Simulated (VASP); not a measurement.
Write the native input for VASP 6.6.1 that does the following.

```
Task                   : single point
Functional             : PBE
Potentials or basis    : VASP PAW PBE potentials, release 64 (Nb_sv, Te)
Cutoff                 : 520 eV
k mesh                 : 6 × 6 × 4
Occupations            : gaussian, width 0.1 eV
Spin                   : no spin polarisation
Dipole correction      : no
Further INCAR settings : ALGO = Fast; EDIFF = 1e-07; NBANDS = 23
```

The structure of Nb2Te lies in POSCAR:

```
Nb2Te
1.0
    4.4524703600      0.0000000000      0.0000000000
   -2.2262351800      3.8559524500      0.0000000000
    0.0000000000      0.0000000000      4.2701418000
Nb Te
2 1
Direct
    0.3333333300      0.6666666700      0.5000000000
    0.6666666700      0.3333333300      0.5000000000
    0.0000000000      0.0000000000      0.5000000000
```

The input as run:

INCAR

```
  ALGO = Fast
  EDIFF = 1E-7
  ENCUT = 520
  GGA = PE
  ISIF = 2
  ISMEAR = 0
  LASPH = T
  LCHARG = T
  LELF = T
  LREAL = F
  LVHAR = T
  LWAVE = F
  NBANDS = 23
  NELM = 100
  PREC = Accurate
  SIGMA = 0.1
```

KPOINTS

```
k-points
0
Gamma
  6 6 4
```

Potentials or basis: VASP PAW PBE potentials, release 64 (Nb_sv, Te).

Launch:

```console
$ cat potpaw_PBE.64/Nb_sv/POTCAR potpaw_PBE.64/Te/POTCAR > POTCAR
$ mpirun -np 1 vasp_std > vasp.out
```

Results of the run:

The pressure is 31.0 GPa and the band gap on the k mesh is zero (band 16 reaches 8.88 eV, above the bottom of band 17 at 7.12 eV).

Caveat: the k points lie up to 0.37 Å⁻¹ apart; spin-orbit coupling is left out, which moves the levels of the heavy elements.

It took 65 s on 1 thread of Intel(R) Xeon(R) 6975P-C (Granite Rapids) (shared host), peak memory 0.2 GiB.
